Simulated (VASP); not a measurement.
# FeSi (P2_13) in VASP: a series of runs

The runs below take FeSi through single point, with PBEsol.

All numbers are computed with VASP 6.6.1; they aren't measurements. Logs are shortened: lines on timing, memory, paths and dates and some standing lists are left out, and cuts for length are marked.

**1. The cell of the first run**

The structure is cubic, space group P2_13 (No. 198). The conventional cell has a = 4.458 Å, b = 4.458 Å, c = 4.458 Å, α = 90.00°, β = 90.00°, γ = 90.00°. Fe (site symmetry 3) has 7 Si at 2.27 to 2.50 Å and 6 Fe at 2.73 Å within 3.0 Å. Si (site symmetry 3) has 7 Fe at 2.27 to 2.50 Å and 6 Si at 2.76 Å within 3.0 Å.

**2. Single point, PBEsol, collinear spin, ferromagnetic start (11.07 Å³/atom)**

File INCAR:

```
SYSTEM = FeSi
PREC = Accurate
ENCUT = 520
EDIFF = 1E-7
ISMEAR = -1
SIGMA = 0.05
LREAL = .False.
LASPH = .True.
NELM = 150
ALGO = Normal
ISIF = 2
LWAVE = .False.
LCHARG = .False.
ISPIN = 2
MAGMOM = 3 3 3 3 0 0 0 0
LORBIT = 11
LMAXMIX = 4
GGA = PS
NBANDS = 38
```

File KPOINTS:

```
Automatic mesh
0
Gamma
  6 6 6
  0 0 0
```

File POSCAR:

```
FeSi
1.0
    4.4578025049      0.0000000000      0.0000000000
    0.0000000000      4.4578025049      0.0000000000
    0.0000000000      0.0000000000      4.4578025049
Fe Si
4 4
Direct
    0.8634800000      0.6365200000      0.3634800000
    0.6365200000      0.3634800000      0.8634800000
    0.3634800000      0.8634800000      0.6365200000
    0.1365200000      0.1365200000      0.1365200000
    0.1576000000      0.3424000000      0.6576000000
    0.3424000000      0.6576000000      0.1576000000
    0.6576000000      0.1576000000      0.3424000000
    0.8424000000      0.8424000000      0.8424000000
```

Potentials or basis: VASP PAW PBE potentials, release 64 (Fe, Si).

On the command line:

```
> cat potpaw_PBE.64/Fe/POTCAR potpaw_PBE.64/Si/POTCAR > POTCAR
> mpirun -np 1 vasp_std > vasp.out
```

OUTCAR:

```text
SYSTEM = FeSi
   PREC = Accurate
   ENCUT = 520
   EDIFF = 1E-7
   ISMEAR = -1
   LREAL = .False.
   LASPH = .True.
   NELM = 150
   ISIF = 2
   ISPIN = 2
   LORBIT = 11
   GGA = PS

 ion  position               nearest neighbor table
   1  0.863  0.637  0.363-   5 2.27   6 2.33   7 2.33   8 2.33   7 2.50   6 2.50   8 2.50   2 2.73
                             2 2.73   3 2.73   4 2.73   3 2.73   4 2.73
   2  0.637  0.363  0.863-   6 2.27   5 2.33   8 2.33   7 2.33   5 2.50   8 2.50   7 2.50   1 2.73
                             1 2.73   3 2.73   3 2.73   4 2.73   4 2.73
   3  0.363  0.863  0.637-   7 2.27   5 2.33   8 2.33   6 2.33   5 2.50   8 2.50   6 2.50   1 2.73
                             4 2.73   2 2.73   2 2.73   1 2.73   4 2.73
   4  0.137  0.137  0.137-   8 2.27   7 2.33   6 2.33   5 2.33   7 2.50   6 2.50   5 2.50   2 2.73
                             3 2.73   1 2.73   3 2.73   1 2.73   2 2.73
   5  0.158  0.342  0.658-   1 2.27   2 2.33   3 2.33   4 2.33   3 2.50   2 2.50   4 2.50   8 2.76
                             6 2.76   6 2.76   8 2.76   7 2.76   7 2.76
   6  0.342  0.658  0.158-   2 2.27   1 2.33   4 2.33   3 2.33   1 2.50   4 2.50   3 2.50   8 2.76
                             5 2.76   5 2.76   7 2.76   7 2.76   8 2.76
   7  0.658  0.158  0.342-   3 2.27   1 2.33   4 2.33   2 2.33   1 2.50   4 2.50   2 2.50   8 2.76
                             8 2.76   5 2.76   6 2.76   6 2.76   5 2.76
   8  0.842  0.842  0.842-   4 2.27   3 2.33   2 2.33   1 2.33   3 2.50   2 2.50   1 2.50   5 2.76
                             6 2.76   7 2.76   7 2.76   5 2.76   6 2.76

  LATTYP: Found a simple cubic cell.
 ALAT       =     4.4578025049

  Lattice vectors:

 A1 = (   4.4578025049,   0.0000000000,   0.0000000000)
 A2 = (   0.0000000000,   4.4578025049,   0.0000000000)
 A3 = (   0.0000000000,   0.0000000000,   4.4578025049)

Analysis of symmetry for initial positions (statically):
=====================================================================
 Subroutine PRICEL returns:
 Original cell was already a primitive cell.

 Routine SETGRP: Setting up the symmetry group for a
 simple cubic supercell.

 Subroutine GETGRP returns: Found 12 space group operations
 (whereof  3 operations were pure point group operations)
 out of a pool of 48 trial point group operations.

The static configuration has the point symmetry C_3 .
 The point group associated with its full space group is T   .

Analysis of symmetry for dynamics (positions and initial velocities):
=====================================================================
 Subroutine PRICEL returns:
 Original cell was already a primitive cell.

 Routine SETGRP: Setting up the symmetry group for a
 simple cubic supercell.

 Subroutine GETGRP returns: Found 12 space group operations
 (whereof  3 operations were pure point group operations)
 out of a pool of 48 trial point group operations.

The dynamic configuration has the point symmetry C_3 .
 The point group associated with its full space group is T   .

Analysis of structural, dynamic, and magnetic symmetry:
=====================================================================
 Subroutine PRICEL returns:
 Original cell was already a primitive cell.

 Routine SETGRP: Setting up the symmetry group for a
 simple cubic supercell.

 Subroutine GETGRP returns: Found 12 space group operations
 (whereof  3 operations were pure point group operations)
 out of a pool of 48 trial point group operations.

The overall configuration has the point symmetry C_3 .
 The point group associated with its full space group is T   .

 Subroutine INISYM returns: Found 12 space group operations
 (whereof  3 operations are pure point group operations),
 and found     1 'primitive' translations

----------------------------------------------------------------------------------------

                                     Primitive cell

  volume of cell :      88.5855

  direct lattice vectors                    reciprocal lattice vectors
     4.457802505  0.000000000  0.000000000     0.224325775  0.000000000  0.000000000
     0.000000000  4.457802505  0.000000000     0.000000000  0.224325775  0.000000000
     0.000000000  0.000000000  4.457802505     0.000000000  0.000000000  0.224325775

  length of vectors
     4.457802505  4.457802505  4.457802505     0.224325775  0.224325775  0.224325775

  position of ions in fractional coordinates (direct lattice)
     0.863480000  0.636520000  0.363480000
     0.636520000  0.363480000  0.863480000
[... 80 lines left out ...]
   ISTART =      0    job   : 0-new  1-cont  2-samecut
   ICHARG =      2    charge: 1-file 2-atom 10-const
   ISPIN  =      2    spin polarized calculation?
   LNONCOLLINEAR =      F non collinear calculations
   LSORBIT =      F    spin-orbit coupling
   LASPH  =      T    aspherical Exc in radial PAW
   ENCUT  =  520.0 eV  38.22 Ry    6.18 a.u.   8.29  8.29  8.29*2*pi/ulx,y,z
   NELM   =    150;   NELMIN=  2; NELMDL= -5     # of ELM steps
   EDIFF  = 0.1E-06   stopping-criterion for ELM
   LREAL  =      F    real-space projection
   EDIFFG = 0.1E-05   stopping-criterion for IOM
   NSW    =      0    number of steps for IOM
   IBRION =     -1    ionic relax: 0-MD 1-quasi-New 2-CG
   NFREE  =      0    steps in history (QN), initial steepest desc. (CG)
   ISIF   =      2    stress and relaxation
   ISYM   =      2    0-nonsym 1-usesym 2-fastsym
   POTIM  = 0.5000    time-step for ionic-motion
   TEBEG  =    0.0;   TEEND  =   0.0 temperature during run
   PSTRESS=    0.0 pullay stress
   NELECT =      48.0000    total number of electrons
   NUPDOWN=      -1.0000    fix difference up-down
   EMIN   =  10.00;   EMAX   =-10.00  energy-range for DOS
   EFERMI =   0.00;   METHOD = LEGACY
   ISMEAR =    -1;   SIGMA  =   0.05  broadening in eV -4-tet -1-fermi 0-gaus
   EFERMI_NEDOS =   21; number of points for ismear=-14 and -15
   IALGO  =     38    algorithm
   IMIX   =      4    mixing-type and parameters
     AMIX     =   0.40;   BMIX     =  1.00
     AMIX_MAG =   1.60;   BMIX_MAG =  1.00
  volume/ion in A,a.u.               =      11.07        74.73
  Fermi-wavevector in a.u.,A,eV,Ry     =   1.334651  2.522125 24.235971  1.781294
  Thomas-Fermi vector in A             =   2.463416
   LORBIT       =     11    0 simple, 1 ext, 2 COOP (PROOUT), +10 PAW based schemes
   GGA     = PS    functional components
   LHFCALC =     F    Hartree Fock is set to
   AEXX    =    0.0000 exact exchange contribution
   IVDW    =     0    specifies the selected vdW correction
   LEPSILON=     F    determine dielectric tensor
   LRPA    =     F    only Hartree local field effects (RPA)
 spin polarized calculation
  energy-cutoff  :      520.00
  volume of cell :       88.59
 maximum number of plane-waves:      2417
 NGX is ok and might be reduce to    36
   NGX = 17   NGY = 17   NGZ = 17

 number of electron      48.0000020 magnetization      -0.0041975

 number of electron      48.0000020 magnetization       0.0004603

 Free energy of the ion-electron system (eV)
  ---------------------------------------------------
  ext. energy  EPLUGINS =         0.00000000
  ---------------------------------------------------
  free energy    TOTEN  =       -63.75522757 eV

  energy without entropy =      -63.70895064  energy(sigma->0) =      -63.73208911

 E-fermi :   9.6139     XC(G=0): -12.8671

 val. band max:        9.5408782679   @ k =   0.1667   0.1667   0.1667
 cond. band min:       9.6858387307   @ k =  -0.1667   0.3333   0.0000
 fundamental gap:      0.1449604628
 Fermi energy:         9.6139320920

 spin component 1

 k-point     1 :       0.0000    0.0000    0.0000
  band No.  band energies     occupation
      1      -3.6613      1.00000
      2       1.6815      1.00000
      3       1.6815      1.00000
      4       1.6815      1.00000
      5       4.5024      1.00000
      6       4.5024      1.00000
[... 925 lines left out ...]
     35      15.6664      0.00000
     36      15.6664      0.00000
 Fermi energy:         9.6139320920

 spin component 2

 k-point     1 :       0.0000    0.0000    0.0000
  band No.  band energies     occupation
      1      -3.6613      1.00000
      2       1.6815      1.00000
      3       1.6815      1.00000
      4       1.6815      1.00000
      5       4.5024      1.00000
      6       4.5024      1.00000
[... 925 lines left out ...]
     35      15.6664      0.00000
     36      15.6664      0.00000
 [bands above 36 left out]

------------------------ aborting loop because EDIFF is reached ----------------------------------------

  FORCE on cell =-STRESS in cart. coord.  units (eV):
  Direction    XX          YY          ZZ          XY          YZ          ZX
  --------------------------------------------------------------------------------------
  -------------------------------------------------------------------------------------
  Total       -4.3941904     -4.3941904     -4.3941904      0.0000000     -0.0000000      0.0000000
  in kB      -79.4743496    -79.4743496    -79.4743496      0.0000000     -0.0000000      0.0000000
  external PRESSURE =     -79.4743496 kB  Pullay stress =       0.0000000 kB

 VOLUME and BASIS-vectors are now :
 -----------------------------------------------------------------------------
  energy-cutoff  :      520.00
  volume of cell :       88.59
      direct lattice vectors                 reciprocal lattice vectors
     4.457802505  0.000000000  0.000000000     0.224325775  0.000000000  0.000000000
     0.000000000  4.457802505  0.000000000     0.000000000  0.224325775  0.000000000
     0.000000000  0.000000000  4.457802505     0.000000000  0.000000000  0.224325775

 POSITION                                       TOTAL-FORCE (eV/Angst)
 -----------------------------------------------------------------------------------
      3.84922      2.83748      1.62032         0.014916     -0.014916      0.014916
      2.83748      1.62032      3.84922        -0.014916      0.014916      0.014916
      1.62032      3.84922      2.83748         0.014916      0.014916     -0.014916
      0.60858      0.60858      0.60858        -0.014916     -0.014916     -0.014916
      0.70255      1.52635      2.93145         0.121832     -0.121832      0.121832
      1.52635      2.93145      0.70255        -0.121832      0.121832      0.121832
      2.93145      0.70255      1.52635         0.121832      0.121832     -0.121832
      3.75525      3.75525      3.75525        -0.121832     -0.121832     -0.121832
 -----------------------------------------------------------------------------------
    total drift:                               -0.000001     -0.000001     -0.000000

  FREE ENERGIE OF THE ION-ELECTRON SYSTEM (eV)
  ---------------------------------------------------
  free  energy   TOTEN  =       -63.7552275708 eV

  energy  without entropy=      -63.7089506415  energy(sigma->0) =      -63.73208911

 total charge

# of ion       s       p       d       tot
------------------------------------------
    1        0.440   0.640   6.569   7.649
    2        0.440   0.640   6.569   7.649
    3        0.440   0.640   6.569   7.649
    4        0.440   0.640   6.569   7.649
    5        0.736   0.893   0.000   1.629
    6        0.736   0.893   0.000   1.629
    7        0.736   0.893   0.000   1.629
    8        0.736   0.893   0.000   1.629
--------------------------------------------------
tot          4.704   6.130  26.278  37.111

 magnetization (x)

# of ion       s       p       d       tot
------------------------------------------
    1       -0.000  -0.000   0.000   0.000
    2       -0.000  -0.000   0.000   0.000
    3       -0.000  -0.000   0.000   0.000
    4       -0.000  -0.000   0.000   0.000
    5       -0.000  -0.000   0.000  -0.000
    6       -0.000  -0.000   0.000  -0.000
    7       -0.000  -0.000   0.000  -0.000
    8       -0.000  -0.000   0.000  -0.000
--------------------------------------------------
tot         -0.000  -0.000   0.000   0.000
```

It took 2.1 min on 1 thread of Intel Xeon 6975P-C (Granite Rapids), shared host; peak memory 0.29 GiB.

Results:

- Free energy: -63.7552 eV
- Pressure: -7.9 GPa
- Largest force: 0.211 eV/Å
- Band gap on the k mesh: 0.14 eV
- Net moment: 0.00 μB per cell
- Valence electrons inside the program's atomic spheres: Fe 7.65; Si 1.63

Forces in eV/Å, atoms in the order of the input:
```
Fe   0.015 -0.015  0.015
Fe  -0.015  0.015  0.015
Fe   0.015  0.015 -0.015
Fe  -0.015 -0.015 -0.015
Si   0.122 -0.122  0.122
Si  -0.122  0.122  0.122
Si   0.122  0.122 -0.122
Si  -0.122 -0.122 -0.122
```

Levels at points of the mesh, in eV from the valence-band top:
Spin up:
```csv
k point,band 21,band 22,band 23,band 24,band 25,band 26,band 27,band 28
"(0.00, 0.00, 0.00)",-0.26,-0.26,-0.03,-0.03,0.64,0.64,0.64,3.01
"(0.50, 0.00, 0.00)",-0.36,-0.36,-0.01,-0.01,0.18,0.18,1.69,1.69
"(0.50, 0.50, 0.00)",-1.00,-1.00,-0.34,-0.34,0.62,0.62,1.27,1.27
"(0.50, 0.50, 0.50)",-0.66,-0.66,-0.66,-0.66,0.47,0.47,0.47,0.47
```
Spin down:
```
           k point  band 21  band 22  band 23  band 24  band 25  band 26  band 27  band 28
(0.00, 0.00, 0.00)    -0.26    -0.26    -0.03    -0.03     0.64     0.64     0.64     3.01
(0.50, 0.00, 0.00)    -0.36    -0.36     0.00     0.00     0.18     0.18     1.69     1.69
(0.50, 0.50, 0.00)    -1.00    -1.00    -0.34    -0.34     0.62     0.62     1.27     1.27
(0.50, 0.50, 0.50)    -0.66    -0.66    -0.66    -0.66     0.47     0.47     0.47     0.47
```

Caveat: the cell stands under tension; the moments typed at the start vanished in this run; the PAW data sets were made with another functional, which shifts forces and pressure a little. A k mesh can miss the band edges.

**3. Single point, PBEsol, collinear spin, ferromagnetic start (11.31 Å³/atom)**

This run uses another cell than the first one, of 11.31 Å³/atom.

File INCAR:

```
SYSTEM = FeSi
ALGO     = Normal         ! electronic algorithm
EDIFF    = 1E-6           ! SCF threshold, eV
ENCUT    = 520            ! plane-wave cutoff, eV
GGA      = PS             ! functional
ISIF     = 2              ! what is computed and relaxed
ISMEAR   = -1             ! smearing method
ISPIN    = 2              ! spin polarisation
LASPH    = .TRUE.         ! aspherical terms in the spheres
LCHARG   = .TRUE.         ! write CHGCAR
LELF     = .TRUE.         ! ELF
LMAXMIX  = 4              ! l up to which the mixer works
LORBIT   = 11             ! projections on sites
LREAL    = .FALSE.        ! projectors in reciprocal space
LVHAR    = .TRUE.       
LWAVE    = .FALSE.        ! write WAVECAR
MAGMOM   = 3 3 3 3 0 0 0 0 ! initial moments
NBANDS   = 38             ! bands
NELM     = 150            ! most SCF steps
PREC     = Accurate       ! precision mode
SIGMA    = 0.05           ! smearing width, eV
```

File KPOINTS:

```
k-points
0
G
  6 6 6
  0 0 0
```

POSCAR: that of step 2 with these lines changed.

```diff
@@ -2,5 +2,5 @@
 1.0
-    4.4578025049      0.0000000000      0.0000000000
-    0.0000000000      4.4578025049      0.0000000000
-    0.0000000000      0.0000000000      4.4578025049
+    4.4891965147      0.0000000000      0.0000000000
+    0.0000000000      4.4891965147      0.0000000000
+    0.0000000000      0.0000000000      4.4891965147
 Fe Si
```

Potentials or basis: VASP PAW PBE potentials, release 64 (Fe, Si).

On the command line:

```
> cat potpaw_PBE.64/Fe/POTCAR potpaw_PBE.64/Si/POTCAR > POTCAR
> mpirun -np 1 vasp_std > vasp.out
```

Wall time 2.5 min (1 thread of Intel Xeon 6975P-C (Granite Rapids), shared host); peak memory 0.29 GiB.

The run converged. Its results:

| Quantity | Value |
| --- | --- |
| Free energy | -63.6359 eV |
| Pressure | -12.3 GPa |
| Largest force | 0.234 eV/Å |
| Band gap on the k mesh | 0.14 eV (least direct gap 0.14 eV) |
| Net moment | 0.01 μB per cell |
| Valence electrons inside the program's atomic spheres | Fe 7.59; Si 1.61 |

Forces in eV/Å, atoms in the order of the input:
```
Fe   0.061 -0.061  0.061
Fe  -0.061  0.061  0.061
Fe   0.061  0.061 -0.061
Fe  -0.061 -0.061 -0.061
Si   0.135 -0.135  0.135
Si  -0.135  0.135  0.135
Si   0.135  0.135 -0.135
Si  -0.135 -0.135 -0.135
```

Levels at points of the mesh, in eV from the valence-band top:
Spin up:
| k point | band 20 | band 21 | band 22 | band 23 | band 24 | band 25 | band 26 | band 27 | band 28 | band 29 |
| --- | --- | --- | --- | --- | --- | --- | --- | --- | --- | --- |
| (0.00, 0.00, 0.00) | -0.26 | -0.26 | -0.26 | -0.03 | -0.03 | 0.61 | 0.61 | 0.61 | 2.91 | 2.91 |
| (0.50, 0.00, 0.00) | -1.19 | -0.35 | -0.35 | -0.01 | -0.01 | 0.17 | 0.17 | 1.64 | 1.64 | 2.11 |
| (0.50, 0.50, 0.00) | -1.22 | -0.98 | -0.98 | -0.33 | -0.33 | 0.60 | 0.60 | 1.22 | 1.22 | 2.59 |
| (0.50, 0.50, 0.50) | -0.69 | -0.64 | -0.64 | -0.64 | -0.64 | 0.45 | 0.45 | 0.45 | 0.45 | 5.45 |
Spin down:
```tsv
k point	band 22	band 23	band 24	band 25	band 26	band 27
(0.00, 0.00, 0.00)	-0.26	-0.02	-0.02	0.61	0.61	0.61
(0.50, 0.00, 0.00)	-0.35	-0.01	-0.01	0.17	0.17	1.64
(0.50, 0.50, 0.00)	-0.98	-0.33	-0.33	0.60	0.60	1.23
(0.50, 0.50, 0.50)	-0.63	-0.63	-0.63	0.45	0.45	0.45
```

Caveat: the cell stands under tension; the moments typed at the start vanished in this run; the PAW data sets were made with another functional, which shifts forces and pressure a little. A k mesh can miss the band edges.
